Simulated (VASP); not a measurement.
A run of VASP 6.6.1 is set up as follows.

The input INCAR:

```
SYSTEM = Ti
  ALGO = Fast
  EDIFF = 1E-6
  EDIFFG = -0.005
  ENCUT = 600
  GGA = PS
  IBRION = 2
  ISIF = 3
  ISMEAR = 0
  LASPH = .TRUE.
  LCHARG = .FALSE.
  LREAL = .FALSE.
  LWAVE = .FALSE.
  NELM = 60
  NSW = 100
  PREC = Accurate
  SIGMA = 0.1
```

File KPOINTS:

```
k-points
0
G
  18 18 10
  0 0 0
```

The input POSCAR:

```
Ti
1.0
    2.9499978604      0.0000000000      0.0000000000
   -1.4749989302      2.5547730882      0.0000000000
    0.0000000000      0.0000000000      4.6860000000
Ti
2
Direct
    0.3333333333      0.6666666667      0.2500000000
    0.6666666667      0.3333333333      0.7500000000
```

Potentials or basis: VASP PAW PBE potentials, release 64 (Ti_sv).

Launch:

```console
$ cat potpaw_PBE.64/Ti_sv/POTCAR > POTCAR
$ mpirun -np 1 vasp_std > vasp.out
```

**Question.** What does it give for the relaxed cell?

**Answer.** a = 2.898 Å, b = 2.898 Å, c = 4.587 Å, α = 90.00°, β = 90.00°, γ = 120.00°.

**Question.** Predict the band gap on the k mesh.

**Answer.** Zero (bands 12 and 13 overlap by 1.12 eV).

Step by step:
```
step  energy change (eV)  largest force (eV/Å)  pressure (GPa)  volume (Å³)
   1              0.0000                0.0000           -6.29        35.32
   2             -0.0132                0.0000            5.60        31.89
   3             -0.0390                0.0000           -0.27        33.40
   4             -0.0390                0.0000            0.10        33.32
   5             -0.0391                0.0000            0.38        33.37
   6             -0.0388                0.0000           -0.30        33.51
   7             -0.0390                0.0000           -0.16        33.44
   8             -0.0390                0.0000           -0.31        33.41
   9             -0.0391                0.0000           -0.29        33.39
  10             -0.0391                0.0000           -0.09        33.38
  11             -0.0391                0.0000           -0.04        33.38
  12             -0.0391                0.0000           -0.05        33.37
  13             -0.0391                0.0000           -0.08        33.36
  14             -0.0391                0.0000            0.01        33.35
  15             -0.0391                0.0000            0.05        33.36
  16             -0.0391                0.0000            0.02        33.36
  17             -0.0391                0.0000            0.05        33.36
  18             -0.0391                0.0000            0.03        33.36
  19             -0.0391                0.0000            0.05        33.37
  20             -0.0390                0.0000           -0.05        33.41
  21             -0.0391                0.0000           -0.23        33.38
  22             -0.0391                0.0000           -0.08        33.38
  23             -0.0391                0.0000           -0.08        33.38
  24             -0.0391                0.0000           -0.03        33.36
```

Caveat: the PAW data sets were made with another functional, which shifts forces and pressure a little.
